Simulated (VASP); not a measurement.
## C: single point with r2SCAN

C:

```
C
1.0
     0.00000   -1.78012   -1.78012
    -1.78012    0.00000   -1.78012
     1.78012    1.78012   -3.56023
C
4
Direct
  0.73329 0.77155 0.75000
  0.26671 0.22845 0.25000
  0.35829 0.39655 0.87500
  0.89171 0.85345 0.37500
```

This cell differs from its parent crystal: mode 4 frozen in at -0.049 Å and mode 9 at +0.000 Å (largest displacements).

- Program: VASP 6.6.1
- Task: single point
- Functional: r2SCAN
- Potentials or basis: VASP PAW PBE potentials, release 64 (C)
- Cutoff: 520 eV
- k mesh: 12 × 12 × 10
- Occupations: gaussian, width 0.05 eV
- Spin: no spin polarisation
- Dipole correction: no
- Further INCAR settings: ALGO = Normal; EDIFF = 1e-07; NBANDS = 16

```
Pressure               : 1.0 GPa
Largest force          : 0.687 eV/Å
Band gap on the k mesh : 4.32 eV
```

Forces on the atoms (eV/Å):
```
C    0.529 -0.418  0.131
C   -0.532  0.406 -0.107
C    0.532 -0.406  0.107
C   -0.529  0.418 -0.131
```

Stress tensor (GPa, compression positive):
```
 0.56  0.30 -0.08
 0.30  0.99  0.07
-0.08  0.07  1.60
```

Levels at points of the mesh, in eV from the valence-band top:
```
           k point  band 5  band 6  band 7  band 8  band 9  band 10  band 11  band 12
(0.00, 0.00, 0.00)   -3.01   -0.10   -0.06    0.00    5.80     5.82     5.84     8.85
(0.50, 0.00, 0.00)   -7.21   -7.17   -5.23   -5.21    6.30     6.38    11.40    12.48
(0.00, 0.50, 0.00)   -7.20   -7.15   -5.24   -5.21    6.29     6.38    11.29    12.71
(0.50, 0.50, 0.00)   -6.73   -6.70   -3.09   -2.99    4.94     5.06     8.84     8.88
(0.00, 0.00, 0.50)   -2.02   -2.02   -1.79   -1.79    7.71     7.82     8.15     8.35
(0.50, 0.00, 0.50)   -6.72   -6.72   -3.06   -2.99    4.88     5.01     8.82     8.93
(0.00, 0.50, 0.50)   -6.73   -6.70   -3.04   -2.99    4.85     4.98     8.85     8.92
(0.50, 0.50, 0.50)   -7.21   -7.20   -5.21   -5.20    6.34     6.36    11.71    12.02
```

It took 18 min on 1 thread of Oxide Virtual Turin-like Processor (shared host), peak memory 0.25 GiB.

Caveat: the cell differs from its parent crystal (mode 4 frozen in at -0.049 Å and mode 9 at +0.000 Å (largest displacements)); the PAW data sets were made with another functional, which shifts forces and pressure a little. A k mesh can miss the band edges.
